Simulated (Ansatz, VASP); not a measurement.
NaF in VASP and in Ansatz

```xyz
2
Lattice="2.3200 2.3200 0.0000 -2.3200 2.3200 0.0000 0.0000 2.3200 2.3200" Properties=species:S:1:pos:R:3 pbc="T T T"
Na    0.0000    0.0000    0.0000
F     0.0000    2.3200    0.0000
```

Alike in both runs: task relaxation of cell and atoms; functional r2SCAN; k mesh 12 × 12 × 12; occupations fermi-dirac, width 0.05 eV; no spin polarisation.

|  | VASP | Ansatz |
| --- | --- | --- |
| version | VASP 6.6.1 | Ansatz 0.2.0 |
| potentials or method | VASP PAW PBE potentials, release 64 (Na_sv, F) | PAW with Ansatz's default frozen-core files, scalar-relativistic |
| plane-wave cutoff (eV) | 970 | 500 |
| valence electrons in the cell | 16 | 16 |

VASP gave:

* relaxed volume (Å³/atom): 12.00
* relaxed length of the cell vector where the two differ most in proportion (Å): 3.237

What did Ansatz give for the same quantities?

Relaxed volume (Å³/atom): 12.12; relaxed length of the cell vector where the two differ most in proportion (Å): 3.249.

VASP's potentials were made for PBE, not for r2SCAN.
